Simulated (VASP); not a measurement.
# GaAs (F-43m) in VASP: notebook

GaAs is run at these levels: LDA; tasks: single point, relaxation of cell and atoms.

All numbers are computed with VASP 6.6.1; they aren't measurements. Logs are shortened: lines on timing, memory, paths and dates and some standing lists are left out, and cuts for length are marked.

**The experiment to reproduce.**

“Evidence of valence band perturbations in GaAsN/GaAs(001): A combined variable-angle spectroscopic ellipsometry and modulated photoreflectance investigation”, 2008, arxiv:0805.2212 reports, for a bulk crystal of GaAs at 300 K: band gap 1.412 ± 0.01 eV (direct).

How close the calculation comes is told below.

## (1) The cell of the first run

The structure is cubic, space group F-43m (No. 216). The conventional cell has a = 5.603 Å, b = 5.603 Å, c = 5.603 Å, α = 90.00°, β = 90.00°, γ = 90.00°. Ga (site symmetry -43m) has 4 As at 2.43 Å within 3.2 Å. Within 3.2 Å of As (site symmetry -43m) lie 4 Ga at 2.43 Å.

## (2) Single point, LDA

Input file INCAR:

```
ALGO = Normal
EDIFF = 1E-6
ENCUT = 520
GGA = CA
ISIF = 2
ISMEAR = 0
LASPH = T
LCHARG = F
LREAL = F
LWAVE = F
NBANDS = 16
NELM = 60
PREC = Accurate
SIGMA = 0.01
```

Input file KPOINTS:

```
k-points
0
Gamma
  12 12 12
```

Input file POSCAR:

```
GaAs
1.0
    0.0000000000      2.8014019322      2.8014019322
    2.8014019322      0.0000000000      2.8014019322
    2.8014019322      2.8014019322      0.0000000000
Ga As
1 1
Direct
    0.0000000000      0.0000000000      0.0000000000
    0.7500000000      0.7500000000      0.7500000000
```

Potentials or basis: VASP PAW LDA potentials, release 64 (Ga_d, As).

The run is started by

```bash
$ cat potpaw_LDA.64/Ga_d/POTCAR potpaw_LDA.64/As/POTCAR > POTCAR
$ mpirun -np 1 vasp_std > vasp.out
```

OUTCAR:

```text
EDIFF = 1E-6
   ENCUT = 520
   GGA = CA
   ISIF = 2
   ISMEAR = 0
   LASPH = T
   LREAL = F
   NELM = 60
   PREC = Accurate

 ion  position               nearest neighbor table
   1  0.000  0.000  0.000-   2 2.43   2 2.43   2 2.43   2 2.43
   2  0.750  0.750  0.750-   1 2.43   1 2.43   1 2.43   1 2.43

  LATTYP: Found a face centered cubic cell.
 ALAT       =     5.6028038644

  Lattice vectors:

 A1 = (   0.0000000000,   2.8014019322,   2.8014019322)
 A2 = (   2.8014019322,   0.0000000000,   2.8014019322)
 A3 = (   2.8014019322,   2.8014019322,   0.0000000000)

Analysis of symmetry for initial positions (statically):
=====================================================================
 Subroutine PRICEL returns:
 Original cell was already a primitive cell.

 Routine SETGRP: Setting up the symmetry group for a
 face centered cubic supercell.

 Subroutine GETGRP returns: Found 24 space group operations
 (whereof 24 operations were pure point group operations)
 out of a pool of 48 trial point group operations.

The static configuration has the point symmetry T_d .

Analysis of symmetry for dynamics (positions and initial velocities):
=====================================================================
 Subroutine PRICEL returns:
 Original cell was already a primitive cell.

 Routine SETGRP: Setting up the symmetry group for a
 face centered cubic supercell.

 Subroutine GETGRP returns: Found 24 space group operations
 (whereof 24 operations were pure point group operations)
 out of a pool of 48 trial point group operations.

The dynamic configuration has the point symmetry T_d .

 Subroutine INISYM returns: Found 24 space group operations
 (whereof 24 operations are pure point group operations),
 and found     1 'primitive' translations

----------------------------------------------------------------------------------------

                                     Primitive cell

  volume of cell :      43.9700

  direct lattice vectors                    reciprocal lattice vectors
     0.000000000  2.801401932  2.801401932    -0.178482064  0.178482064  0.178482064
     2.801401932  0.000000000  2.801401932     0.178482064 -0.178482064  0.178482064
     2.801401932  2.801401932  0.000000000     0.178482064  0.178482064 -0.178482064

  length of vectors
     3.961780606  3.961780606  3.961780606     0.309140004  0.309140004  0.309140004

  position of ions in fractional coordinates (direct lattice)
     0.000000000  0.000000000  0.000000000
     0.750000000  0.750000000  0.750000000

  ion indices of the primitive-cell ions
   primitive index   ion index
                 1           1
                 2           2

----------------------------------------------------------------------------------------

 KPOINTS: k-points

Automatic generation of k-mesh.
 Grid dimensions read from file:
 generate k-points for:   12   12   12

 Generating k-lattice:

  Cartesian coordinates                     Fractional coordinates (reciprocal lattice)
    -0.014873505  0.014873505  0.014873505     0.083333333  0.000000000  0.000000000
     0.014873505 -0.014873505  0.014873505     0.000000000  0.083333333  0.000000000
     0.014873505  0.014873505 -0.014873505     0.000000000  0.000000000  0.083333333

  Length of vectors
     0.025761667  0.025761667  0.025761667

  Shift w.r.t. Gamma in fractional coordinates (k-lattice)
     0.000000000  0.000000000  0.000000000

 Subroutine IBZKPT returns following result:
 ===========================================

 Found     72 irreducible k-points:

 Following reciprocal coordinates:
            Coordinates               Weight
  0.000000  0.000000  0.000000      1.000000
  0.083333  0.000000  0.000000      8.000000
  0.166667  0.000000  0.000000      8.000000
  0.250000  0.000000  0.000000      8.000000
  0.333333  0.000000  0.000000      8.000000
  0.416667  0.000000  0.000000      8.000000
[... 16 lines left out ...]
  0.500000  0.166667  0.000000     24.000000
 -0.416667  0.166667  0.000000     24.000000
 [... further k-points ...]
   k-points           NKPTS =     72   k-points in BZ     NKDIM =     72   number of bands    NBANDS=     16
   number of dos      NEDOS =    301   number of ions     NIONS =      2
   total plane-waves  NPLWV =  27000
   dimension x,y,z NGX =    30 NGY =   30 NGZ =   30
   dimension x,y,z NGXF=    60 NGYF=   60 NGZF=   60
   ions per type =               1   1
   NGX,Y,Z   is equivalent  to a cutoff of  12.59, 12.59, 12.59 a.u.
   NGXF,Y,Z  is equivalent  to a cutoff of  25.18, 25.18, 25.18 a.u.
 SYSTEM =  unknown system
   PREC   = accura    normal or accurate (medium, high low for compatibility)
   ISTART =      0    job   : 0-new  1-cont  2-samecut
   ICHARG =      2    charge: 1-file 2-atom 10-const
   ISPIN  =      1    spin polarized calculation?
   LNONCOLLINEAR =      F non collinear calculations
   LSORBIT =      F    spin-orbit coupling
   LASPH  =      T    aspherical Exc in radial PAW
   ENCUT  =  520.0 eV  38.22 Ry    6.18 a.u.   7.37  7.37  7.37*2*pi/ulx,y,z
   NELM   =     60;   NELMIN=  2; NELMDL= -5     # of ELM steps
   EDIFF  = 0.1E-05   stopping-criterion for ELM
   LREAL  =      F    real-space projection
   EDIFFG = 0.1E-04   stopping-criterion for IOM
   NSW    =      0    number of steps for IOM
   IBRION =     -1    ionic relax: 0-MD 1-quasi-New 2-CG
   NFREE  =      0    steps in history (QN), initial steepest desc. (CG)
   ISIF   =      2    stress and relaxation
   ISYM   =      2    0-nonsym 1-usesym 2-fastsym
   POTIM  = 0.5000    time-step for ionic-motion
   TEBEG  =    0.0;   TEEND  =   0.0 temperature during run
   PSTRESS=    0.0 pullay stress
   NELECT =      18.0000    total number of electrons
   NUPDOWN=      -1.0000    fix difference up-down
   EMIN   =  10.00;   EMAX   =-10.00  energy-range for DOS
   EFERMI =   0.00;   METHOD = LEGACY
   ISMEAR =     0;   SIGMA  =   0.01  broadening in eV -4-tet -1-fermi 0-gaus
   EFERMI_NEDOS =   21; number of points for ismear=-14 and -15
   IALGO  =     38    algorithm
   IMIX   =      4    mixing-type and parameters
     AMIX     =   0.40;   BMIX     =  1.00
     AMIX_MAG =   1.60;   BMIX_MAG =  1.00
  volume/ion in A,a.u.               =      21.98       148.36
  Fermi-wavevector in a.u.,A,eV,Ry     =   1.215571  2.297096 20.104135  1.477612
  Thomas-Fermi vector in A             =   2.350953
   LORBIT       =      0    0 simple, 1 ext, 2 COOP (PROOUT), +10 PAW based schemes
   GGA     = CA    functional components
   LHFCALC =     F    Hartree Fock is set to
   AEXX    =    0.0000 exact exchange contribution
   IVDW    =     0    specifies the selected vdW correction
   LEPSILON=     F    determine dielectric tensor
   LRPA    =     F    only Hartree local field effects (RPA)
 non-spin polarized calculation
 Gauss-broadening in eV      SIGMA  =   0.01
  energy-cutoff  :      520.00
  volume of cell :       43.97
 maximum number of plane-waves:      1243
 NGX is ok and might be reduce to    30
   NGX = 15   NGY = 15   NGZ = 15

 number of electron      18.0000013 magnetization

 Free energy of the ion-electron system (eV)
  ---------------------------------------------------
  ext. energy  EPLUGINS =         0.00000000
  ---------------------------------------------------
  free energy    TOTEN  =        -9.64199729 eV

  energy without entropy =       -9.64199729  energy(sigma->0) =       -9.64199729

 E-fermi :   4.1159     XC(G=0): -10.0327

 val. band max:        4.0625614081   @ k =   0.0000   0.0000   0.0000
 cond. band min:       4.6003291254   @ k =   0.0000   0.0000   0.0000
 fundamental gap:      0.5377677174
 Fermi energy:         4.1159301824

 k-point     1 :       0.0000    0.0000    0.0000
  band No.  band energies     occupation
      1     -10.9160      2.00000
      2     -10.9160      2.00000
      3     -10.9160      2.00000
      4     -10.8310      2.00000
      5     -10.8310      2.00000
      6      -8.8995      2.00000
[... 8 lines left out ...]
     15      14.3024      0.00000
     16      14.3024      0.00000

 k-point     2 :       0.0833    0.0000    0.0000
  band No.  band energies     occupation
      1     -10.9228      2.00000
      2     -10.9142      2.00000
      3     -10.9142      2.00000
      4     -10.8311      2.00000
      5     -10.8311      2.00000
      6      -8.8145      2.00000
[... 8 lines left out ...]
     15      13.7062      0.00000
     16      13.7062      0.00000

 k-point     3 :       0.1667    0.0000    0.0000
  band No.  band energies     occupation
      1     -10.9405      2.00000
      2     -10.9095      2.00000
      3     -10.9095      2.00000
      4     -10.8312      2.00000
      5     -10.8312      2.00000
      6      -8.5667      2.00000
[... 8 lines left out ...]
     15      13.1303      0.00000
     16      13.1303      0.00000

 k-point     4 :       0.2500    0.0000    0.0000
  band No.  band energies     occupation
      1     -10.9626      2.00000
      2     -10.9038      2.00000
      3     -10.9038      2.00000
      4     -10.8307      2.00000
      5     -10.8307      2.00000
      6      -8.1796      2.00000
[... 8 lines left out ...]
     15      13.1121      0.00000
     16      13.1121      0.00000
[... 324 lines left out ...]
 k-point    22 :       0.4167    0.1667    0.0000
  band No.  band energies     occupation
      1     -10.9990      2.00000
      2     -10.8916      2.00000
      3     -10.8875      2.00000
      4     -10.8385      2.00000
      5     -10.8244      2.00000
      6      -7.2917      2.00000
[... 8 lines left out ...]
     15      15.0356      0.00000
     16      15.9511      0.00000

 k-point    23 :       0.5000    0.1667    0.0000
  band No.  band energies     occupation
      1     -11.0062      2.00000
      2     -10.8908      2.00000
      3     -10.8862      2.00000
      4     -10.8353      2.00000
      5     -10.8254      2.00000
      6      -6.9157      2.00000
[... 8 lines left out ...]
     15      15.6427      0.00000
     16      16.0428      0.00000

 k-point    24 :      -0.4167    0.1667    0.0000
  band No.  band energies     occupation
      1     -11.0062      2.00000
      2     -10.8911      2.00000
      3     -10.8872      2.00000
      4     -10.8320      2.00000
      5     -10.8281      2.00000
      6      -6.8540      2.00000
[... 8 lines left out ...]
     15      14.4924      0.00000
     16      15.1682      0.00000

 [... further k-points ...]

------------------------ aborting loop because EDIFF is reached ----------------------------------------

  FORCE on cell =-STRESS in cart. coord.  units (eV):
  Direction    XX          YY          ZZ          XY          YZ          ZX
  --------------------------------------------------------------------------------------
  -------------------------------------------------------------------------------------
  Total        0.0932079      0.0932079      0.0932079     -0.0000000     -0.0000000     -0.0000000
  in kB        3.3963069      3.3963069      3.3963069     -0.0000000     -0.0000000     -0.0000000
  external PRESSURE =       3.3963069 kB  Pullay stress =       0.0000000 kB

 VOLUME and BASIS-vectors are now :
 -----------------------------------------------------------------------------
  energy-cutoff  :      520.00
  volume of cell :       43.97
      direct lattice vectors                 reciprocal lattice vectors
     0.000000000  2.801401932  2.801401932    -0.178482064  0.178482064  0.178482064
     2.801401932  0.000000000  2.801401932     0.178482064 -0.178482064  0.178482064
     2.801401932  2.801401932  0.000000000     0.178482064  0.178482064 -0.178482064

 POSITION                                       TOTAL-FORCE (eV/Angst)
 -----------------------------------------------------------------------------------
      0.00000      0.00000      0.00000        -0.000000     -0.000000     -0.000000
      4.20210      4.20210      4.20210         0.000000      0.000000      0.000000
 -----------------------------------------------------------------------------------
    total drift:                                0.000000      0.000000      0.000000

  FREE ENERGIE OF THE ION-ELECTRON SYSTEM (eV)
  ---------------------------------------------------
  free  energy   TOTEN  =        -9.6419972858 eV

  energy  without entropy=       -9.6419972858  energy(sigma->0) =       -9.64199729
```

Run time: 23 s. Hardware: 1 thread of AMD EPYC 9R45 (Zen 5), shared host; peak memory 0.15 GiB.

What came out:

```
Free energy            : -9.6420 eV
Pressure               : 0.3 GPa
Band gap on the k mesh : 0.54 eV, direct
```

Levels at points of the mesh, in eV from the valence-band top:
| k point | band 6 | band 7 | band 8 | band 9 | band 10 | band 11 | band 12 | band 13 |
| --- | --- | --- | --- | --- | --- | --- | --- | --- |
| (0.00, 0.00, 0.00) | -12.96 | 0.00 | 0.00 | 0.00 | 0.54 | 3.68 | 3.68 | 3.68 |
| (0.50, 0.00, 0.00) | -11.11 | -6.84 | -1.19 | -1.19 | 0.94 | 4.59 | 4.59 | 7.59 |
| (0.50, 0.50, 0.00) | -10.34 | -7.00 | -2.79 | -2.79 | 1.29 | 1.54 | 10.26 | 10.26 |

## (3) Single point, LDA

Input file INCAR:

```
PREC = Accurate
ENCUT = 520
EDIFF = 1E-6
ISMEAR = 0
SIGMA = 0.01
LREAL = False
LASPH = True
NELM = 60
ALGO = Normal
ISIF = 2
LWAVE = False
LCHARG = True
LELF = True
LVHAR = True
NBANDS = 16
```

Input file KPOINTS:

```
Automatic mesh
0
Gamma
  12 12 12
```

Input file POSCAR:

```
GaAs
1.0
    0.0000000000      2.8015748656      2.8015748656
    2.8015748656      0.0000000000      2.8015748656
    2.8015748656      2.8015748656      0.0000000000
Ga As
1 1
Direct
    0.0000000000      0.0000000000      0.0000000000
    0.7500000000      0.7500000000      0.7500000000
```

Potentials or basis: VASP PAW LDA potentials, release 64 (Ga_d, As).

The run is started by

```bash
$ cat potpaw_LDA.64/Ga_d/POTCAR potpaw_LDA.64/As/POTCAR > POTCAR
$ mpirun -np 1 vasp_std > vasp.out
```

Run time: 24 s. Hardware: 1 thread of AMD EPYC 9R45 (Zen 5), shared host; peak memory 0.16 GiB.

The run converged. Its results:

- Free energy: -9.6420 eV
- Pressure: 0.3 GPa
- Band gap on the k mesh: 0.54 eV, direct

Levels at points of the mesh, in eV from the valence-band top:
```csv
k point,band 7,band 8,band 9,band 10,band 11,band 12
"(0.00, 0.00, 0.00)",0.00,0.00,0.00,0.54,3.68,3.68
"(0.50, 0.00, 0.00)",-6.84,-1.19,-1.19,0.94,4.59,4.59
"(0.50, 0.50, 0.00)",-7.00,-2.79,-2.79,1.29,1.54,10.26
```

A k mesh can miss the band edges. Expect the measured gap to be larger: semilocal functionals such as LDA lack the derivative discontinuity.

## (4) Relaxation of cell and atoms, LDA

Input file INCAR:

```
SYSTEM = GaAs
PREC = Accurate
ENCUT = 600
EDIFF = 1E-7
ISMEAR = 0
SIGMA = 0.01
LREAL = .False.
LASPH = .True.
NELM = 60
ALGO = Normal
ISIF = 3
LWAVE = .False.
LCHARG = .False.
IBRION = 2
NSW = 80
EDIFFG = -0.001
```

Input file KPOINTS:

```
regular mesh
0
Gamma
  12 12 12
  0 0 0
```

Input file POSCAR:

```
GaAs
1.0
    0.0000000000      2.8014019322      2.8014019322
    2.8014019322      0.0000000000      2.8014019322
    2.8014019322      2.8014019322      0.0000000000
Ga As
1 1
Direct
    0.0000000000      0.0000000000      0.0000000000
    0.7500000000      0.7500000000      0.7500000000
```

The run is started by

```bash
$ cat potpaw_LDA.64/Ga_d/POTCAR potpaw_LDA.64/As/POTCAR > POTCAR
$ mpirun -np 1 vasp_std > vasp.out
```

It took 60 s on 1 thread of AMD EPYC 9R45 (Zen 5), shared host; peak memory 0.17 GiB.

Results (log left out):

```yaml
Free_energy: -9.6421 eV
Relaxed_volume: 22.08 Å³/atom
Relaxed_cell: a = 3.968 Å, b = 3.968 Å, c = 3.968 Å, α = 60.00°, β = 60.00°, γ = 60.00°
Space_group_after_relaxing_to_0.05_Å: F-43m (No. 216)
Energy_gained_by_relaxing: 0.1 meV/atom
Ionic_steps: 6
Pressure_after_relaxing: 0.0 GPa
Band_gap_on_the_k_mesh: 0.50 eV, direct
```

Step by step:
```
step  energy change (eV)  largest force (eV/Å)  pressure (GPa)  volume (Å³)
   1              0.0000                0.0000            0.33        43.97
   2             -0.0001                0.0000           -0.16        44.26
   3             -0.0002                0.0000            0.02        44.16
   4             -0.0002                0.0000           -0.03        44.17
   5             -0.0002                0.0000            0.01        44.16
   6             -0.0002                0.0000           -0.01        44.16
```

Final structure:
```
CELL_PARAMETERS angstrom
0.00000 2.80553 2.80553
2.80553 0.00000 2.80553
2.80553 2.80553 0.00000
ATOMIC_POSITIONS crystal
Ga 0.00000 0.00000 0.00000
As 0.75000 0.75000 0.75000
```

Levels at points of the mesh, in eV from the valence-band top:
```csv
k point,band 5,band 6,band 7,band 8,band 9,band 10,band 11,band 12,band 13
"(0.00, 0.00, 0.00)",-14.89,-12.93,0.00,0.00,0.00,0.50,3.68,3.68,3.68
"(0.50, 0.00, 0.00)",-14.88,-11.09,-6.82,-1.18,-1.18,0.93,4.59,4.59,7.59
"(0.50, 0.50, 0.00)",-14.87,-10.32,-6.98,-2.77,-2.77,1.30,1.54,10.22,10.22
```

A k mesh can miss the band edges.

## (5) How close it comes

Step 2. Measured gap of GaAs: 1.412 eV (direct; 300 K; “Evidence of valence band perturbations in GaAsN/GaAs(001): A combined variable-angle spectroscopic ellipsometry and modulated photoreflectance investigation”, 2008, arxiv:0805.2212). This calculation gives 0.54 eV (-0.87 eV). 3 values of this kind are on record (1.412 to 1.51 eV); this one was drawn at random among those near their median, those with a stated uncertainty first. Spin-orbit coupling on As, Ga is left out. The value is that of LDA on a finite k mesh, which can miss the band edges, without temperature or zero-point motion. Semilocal functionals fall short of measured gaps as a rule.
